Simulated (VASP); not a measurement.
## Si2B: single point with PBE+D3(BJ)

Si2B, a sheet with vacuum:

```
Si B
1.0
     3.13674    0.00000    0.00000
    -1.56837    2.71650    0.00000
     0.00000    0.00000   37.88169
Si B
4 2
Direct
  0.33333 0.66667 0.20717
  0.66667 0.33333 0.26295
  0.66667 0.33333 0.37359
  0.33333 0.66667 0.31780
  0.00000 0.00000 0.23709
  0.00000 0.00000 0.34367
```

| Item | Value |
| --- | --- |
| Program | VASP 6.6.1 |
| Task | single point |
| Functional | PBE |
| Dispersion | D3(BJ) |
| Potentials or basis | VASP PAW PBE potentials, release 64 (Si, B) |
| Cutoff | 520 eV |
| k mesh | 15 × 15 × 1 |
| Occupations | gaussian, width 0.1 eV |
| Spin | no spin polarisation |
| Dipole correction | yes |
| k mesh for the DOS | 23 × 23 × 1 |
| Occupations for the DOS | tetrahedron |
| Further INCAR settings | ALGO = Normal; EDIFF = 1e-07; NBANDS = 20 |

* Valence electrons inside the program's atomic spheres: Si 1.58, 1.60 (each value once); B 2.00
* Dispersion energy per atom: -0.273 eV

Levels at points of the mesh, in eV from the Fermi level:
| k point | band 8 | band 9 | band 10 | band 11 | band 12 | band 13 | band 14 | band 15 |
| --- | --- | --- | --- | --- | --- | --- | --- | --- |
| (0.00, 0.00, 0.00) | 0.08 | 0.24 | 0.24 | 0.97 | 3.39 | 3.39 | 4.09 | 4.09 |

Run time: 6.7 min on 1 thread of Intel(R) Xeon(R) Platinum 8488C (Sapphire Rapids) (shared host), peak memory 0.57 GiB.
